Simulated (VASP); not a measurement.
Here is a VASP 6.6.1 calculation.

File INCAR:

```
PREC     = Accurate       # precision mode
ENCUT    = 520            # plane-wave cutoff, eV
EDIFF    = 1E-7           # SCF threshold, eV
ISMEAR   = 0              # smearing method
SIGMA    = 0.02           # smearing width, eV
LREAL    = F              # projectors in reciprocal space
LASPH    = T              # aspherical terms in the spheres
NELM     = 100            # most SCF steps
ALGO     = Normal         # electronic algorithm
ISIF     = 2              # what is computed and relaxed
LWAVE    = F              # write WAVECAR
LCHARG   = T              # write CHGCAR
GGA      = PE             # functional
LELF     = T              # ELF
LVHAR    = T            
NBANDS   = 11             # bands
```

KPOINTS

```
regular mesh
0
Gamma
  10 10 10
```

Contents of POSCAR:

```
SiC
1.0
    0.0000000000      2.1087352531      2.1087352531
    2.1087352531      0.0000000000      2.1087352531
    2.1087352531      2.1087352531      0.0000000000
Si C
1 1
Direct
    0.2500000000      0.2500000000      0.2500000000
    0.0000000000      0.0000000000      0.0000000000
```

Potentials or basis: VASP PAW PBE potentials, release 64 (Si, C).

Launch:

```sh
$ cat potpaw_PBE.64/Si/POTCAR potpaw_PBE.64/C/POTCAR > POTCAR
$ mpirun -np 1 vasp_std > vasp.out
```

**Question.** Estimate the pressure.

**Answer.** 29.9 GPa.

**Question.** Estimate the band gap on the k mesh.

**Answer.** 1.26 eV, indirect (least direct gap 4.63 eV).

A k mesh can miss the band edges. Expect the measured gap to be larger: semilocal functionals such as PBE lack the derivative discontinuity.
